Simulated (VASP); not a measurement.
# CdI2 (P-3m1) in VASP: a series of runs

CdI2 is run at these levels: PBEsol; tasks: single point.

All numbers are computed with VASP 6.6.1; they aren't measurements. Logs are shortened: lines on timing, memory, paths and dates and some standing lists are left out, and cuts for length are marked.

## 1. The cell of the first run

Symmetry: P-3m1, No. 164, trigonal system. Conventional cell: a = 4.258 Å, b = 4.258 Å, c = 6.882 Å, α = 90.00°, β = 90.00°, γ = 120.00°. Cd (site symmetry -3m) has 6 I at 3.00 Å within 3.9 Å. Within 3.9 Å of I (site symmetry 3m) lie 3 Cd at 3.00 Å.

## 2. Single point, PBEsol (36.02 Å³/atom)

The input, INCAR:

```
PREC = Accurate ; ENCUT = 500
EDIFF = 1E-6 ; ISMEAR = -1
SIGMA = 0.03 ; LREAL = F
LASPH = T ; NELM = 120
ALGO = Normal ; ISIF = 2
LWAVE = F ; LCHARG = T
GGA = PS ; LELF = T
LVHAR = T ; NBANDS = 20
GGA_COMPAT = F
```

The input, KPOINTS:

```
regular mesh
0
Gamma
  8 8 5
```

The input, POSCAR:

```
CdI2
1.0
    4.2580989834      0.0000000000      0.0000000000
   -2.1290494917      3.6876218914      0.0000000000
    0.0000000000      0.0000000000      6.8817875428
Cd I
1 2
Direct
    0.0000000000      0.0000000000      0.0000000000
    0.3333333333      0.6666666667      0.2492000000
    0.6666666667      0.3333333333      0.7508000000
```

Potentials or basis: VASP PAW PBE potentials, release 64 (Cd, I).

The run is started by

```console
cat potpaw_PBE.64/Cd/POTCAR potpaw_PBE.64/I/POTCAR > POTCAR
mpirun -np 1 vasp_std > vasp.out
```

OUTCAR:

```text
PREC = Accurate
   ENCUT = 500
   EDIFF = 1E-6
   ISMEAR = -1
   LREAL = F
   LASPH = T
   NELM = 120
   ISIF = 2
   GGA = PS

 ion  position               nearest neighbor table
   1  0.000  0.000  0.000-   2 3.00   3 3.00   2 3.00   3 3.00   3 3.00   2 3.00
   2  0.333  0.667  0.249-   1 3.00   1 3.00   1 3.00
   3  0.667  0.333  0.751-   1 3.00   1 3.00   1 3.00

  LATTYP: Found a hexagonal cell.
 ALAT       =     4.2580989834
 C/A-ratio  =     1.6161642953

  Lattice vectors:

 A1 = (   4.2580989834,   0.0000000000,   0.0000000000)
 A2 = (  -2.1290494917,   3.6876218914,   0.0000000000)
 A3 = (   0.0000000000,   0.0000000000,   6.8817875428)

Analysis of symmetry for initial positions (statically):
=====================================================================
 Subroutine PRICEL returns:
 Original cell was already a primitive cell.

 Routine SETGRP: Setting up the symmetry group for a
 hexagonal supercell.

 Subroutine GETGRP returns: Found 12 space group operations
 (whereof 12 operations were pure point group operations)
 out of a pool of 24 trial point group operations.

The static configuration has the point symmetry D_3d.

Analysis of symmetry for dynamics (positions and initial velocities):
=====================================================================
 Subroutine PRICEL returns:
 Original cell was already a primitive cell.

 Routine SETGRP: Setting up the symmetry group for a
 hexagonal supercell.

 Subroutine GETGRP returns: Found 12 space group operations
 (whereof 12 operations were pure point group operations)
 out of a pool of 24 trial point group operations.

The dynamic configuration has the point symmetry D_3d.

 Subroutine INISYM returns: Found 12 space group operations
 (whereof 12 operations are pure point group operations),
 and found     1 'primitive' translations

----------------------------------------------------------------------------------------

                                     Primitive cell

  volume of cell :     108.0596

  direct lattice vectors                    reciprocal lattice vectors
     4.258098983  0.000000000  0.000000000     0.234846584  0.135588738  0.000000000
    -2.129049492  3.687621891  0.000000000     0.000000000  0.271177477  0.000000000
     0.000000000  0.000000000  6.881787543     0.000000000  0.000000000  0.145311083

  length of vectors
     4.258098983  4.258098983  6.881787543     0.271177477  0.271177477  0.145311083
[... 75 lines left out ...]
   ISTART =      0    job   : 0-new  1-cont  2-samecut
   ICHARG =      2    charge: 1-file 2-atom 10-const
   ISPIN  =      1    spin polarized calculation?
   LNONCOLLINEAR =      F non collinear calculations
   LSORBIT =      F    spin-orbit coupling
   LASPH  =      T    aspherical Exc in radial PAW
   ENCUT  =  500.0 eV  36.75 Ry    6.06 a.u.   7.76  7.76 12.55*2*pi/ulx,y,z
   NELM   =    120;   NELMIN=  2; NELMDL= -5     # of ELM steps
   EDIFF  = 0.1E-05   stopping-criterion for ELM
   LREAL  =      F    real-space projection
   EDIFFG = 0.1E-04   stopping-criterion for IOM
   NSW    =      0    number of steps for IOM
   IBRION =     -1    ionic relax: 0-MD 1-quasi-New 2-CG
   NFREE  =      0    steps in history (QN), initial steepest desc. (CG)
   ISIF   =      2    stress and relaxation
   ISYM   =      2    0-nonsym 1-usesym 2-fastsym
   POTIM  = 0.5000    time-step for ionic-motion
   TEBEG  =    0.0;   TEEND  =   0.0 temperature during run
   PSTRESS=    0.0 pullay stress
   NELECT =      26.0000    total number of electrons
   NUPDOWN=      -1.0000    fix difference up-down
   EMIN   =  10.00;   EMAX   =-10.00  energy-range for DOS
   EFERMI =   0.00;   METHOD = LEGACY
   ISMEAR =    -1;   SIGMA  =   0.03  broadening in eV -4-tet -1-fermi 0-gaus
   EFERMI_NEDOS =   21; number of points for ismear=-14 and -15
   IALGO  =     38    algorithm
   IMIX   =      4    mixing-type and parameters
     AMIX     =   0.40;   BMIX     =  1.00
     AMIX_MAG =   1.60;   BMIX_MAG =  1.00
  volume/ion in A,a.u.               =      36.02       243.07
  Fermi-wavevector in a.u.,A,eV,Ry     =   1.018227  1.924171 14.106346  1.036787
  Thomas-Fermi vector in A             =   2.151673
   LORBIT       =      0    0 simple, 1 ext, 2 COOP (PROOUT), +10 PAW based schemes
   GGA     = PS    functional components
   LHFCALC =     F    Hartree Fock is set to
   AEXX    =    0.0000 exact exchange contribution
   IVDW    =     0    specifies the selected vdW correction
   LEPSILON=     F    determine dielectric tensor
   LRPA    =     F    only Hartree local field effects (RPA)
 non-spin polarized calculation
  energy-cutoff  :      500.00
  volume of cell :      108.06
 maximum number of plane-waves:      2758
 NGX is ok and might be reduce to    32
   NGX = 15   NGY = 15   NGZ = 25

 number of electron      25.9999998 magnetization

 Free energy of the ion-electron system (eV)
  ---------------------------------------------------
  ext. energy  EPLUGINS =         0.00000000
  ---------------------------------------------------
  free energy    TOTEN  =        -6.37211322 eV

  energy without entropy =       -6.37211322  energy(sigma->0) =       -6.37211322

 E-fermi :   2.4864     XC(G=0):  -8.7119

 val. band max:        1.8251229385   @ k =   0.1250   0.0000   0.2000
 cond. band min:       4.1051490418   @ k =   0.5000   0.0000   0.4000
 fundamental gap:      2.2800261033
 Fermi energy:         2.4863605950

 k-point     1 :       0.0000    0.0000    0.0000
  band No.  band energies     occupation
      1     -10.3059      2.00000
      2      -9.6076      2.00000
      3      -5.7177      2.00000
      4      -5.7177      2.00000
      5      -5.6029      2.00000
      6      -5.5184      2.00000
[... 541 lines left out ...]
     19       9.4617      0.00000
     20      10.7562      0.00000

 [... further k-points ...]
[... 5 lines left out ...]
  --------------------------------------------------------------------------------------
  -------------------------------------------------------------------------------------
  Total       -0.4499449     -0.4499449     -0.3294646      0.0000000      0.0000000      0.0000000
  in kB       -6.6712386     -6.6712386     -4.8849030      0.0000000      0.0000000      0.0000000
  external PRESSURE =      -6.0757934 kB  Pullay stress =       0.0000000 kB

 VOLUME and BASIS-vectors are now :
 -----------------------------------------------------------------------------
  energy-cutoff  :      500.00
  volume of cell :      108.06
      direct lattice vectors                 reciprocal lattice vectors
     4.258098983  0.000000000  0.000000000     0.234846584  0.135588738  0.000000000
    -2.129049492  3.687621891  0.000000000     0.000000000  0.271177477  0.000000000
     0.000000000  0.000000000  6.881787543     0.000000000  0.000000000  0.145311083

 POSITION                                       TOTAL-FORCE (eV/Angst)
 -----------------------------------------------------------------------------------
      0.00000      0.00000      0.00000         0.000000      0.000000      0.000000
     -0.00000      2.45841      1.71494         0.000000      0.000000     -0.123657
      2.12905      1.22921      5.16685        -0.000000      0.000000      0.123657
 -----------------------------------------------------------------------------------
    total drift:                                0.000000     -0.000000      0.000000

  FREE ENERGIE OF THE ION-ELECTRON SYSTEM (eV)
  ---------------------------------------------------
  free  energy   TOTEN  =        -6.3721132189 eV

  energy  without entropy=       -6.3721132189  energy(sigma->0) =       -6.37211322
```

OSZICAR:

```text
N       E                     dE             d eps       ncg     rms          rms(c)
DAV:   1     0.155108849502E+03    0.15511E+03   -0.11149E+04  1600   0.107E+03
DAV:   2     0.262711954777E+01   -0.15248E+03   -0.14735E+03  1868   0.243E+02
DAV:   3    -0.656476937578E+01   -0.91919E+01   -0.91617E+01  1948   0.601E+01
DAV:   4    -0.670999918275E+01   -0.14523E+00   -0.14521E+00  2128   0.720E+00
DAV:   5    -0.671101504210E+01   -0.10159E-02   -0.10158E-02  1928   0.658E-01    0.619E+00
DAV:   6    -0.639960141804E+01    0.31141E+00   -0.60453E-01  1696   0.830E+00    0.516E+00
DAV:   7    -0.637379442548E+01    0.25807E-01   -0.16964E-01  1808   0.255E+00    0.223E+00
DAV:   8    -0.637235180975E+01    0.14426E-02   -0.22181E-02  1748   0.161E+00    0.349E-01
DAV:   9    -0.637212380217E+01    0.22801E-03   -0.24456E-03  1824   0.532E-01    0.114E-01
DAV:  10    -0.637210770081E+01    0.16101E-04   -0.28677E-04  1788   0.169E-01    0.398E-02
DAV:  11    -0.637211350456E+01   -0.58038E-05   -0.28076E-05  1840   0.431E-02    0.199E-02
DAV:  12    -0.637211321891E+01    0.28566E-06   -0.18709E-06  1360   0.125E-02
   1 F= -.63721132E+01 E0= -.63721132E+01  d E =-.149988E-10
```

It took 90 s on 1 thread of Intel Xeon 8259CL, shared host; peak memory 0.26 GiB.

Results:

| Item | Value |
| --- | --- |
| Free energy | -6.3721 eV |
| Pressure | -0.6 GPa |
| Largest force | 0.124 eV/Å |
| Band gap on the k mesh | 2.28 eV (least direct gap 2.46 eV) |

Forces in eV/Å, atoms in the order of the input:
```
Cd   0.000  0.000  0.000
I    0.000  0.000 -0.124
I    0.000  0.000  0.124
```

Stress tensor (GPa, compression positive):
```
-0.67  0.00  0.00
 0.00 -0.67  0.00
 0.00  0.00 -0.49
```

Caveat: the PAW data sets were made with another functional, which shifts forces and pressure a little; spin-orbit coupling is left out, which moves the levels of the heavy elements; an odd mesh through Γ misses points on the zone boundary, where band edges can lie; this functional lacks dispersion, which binds the layers, so the pressure and a relaxed spacing across them are unreliable.

(Continued in part 2 of 2.)
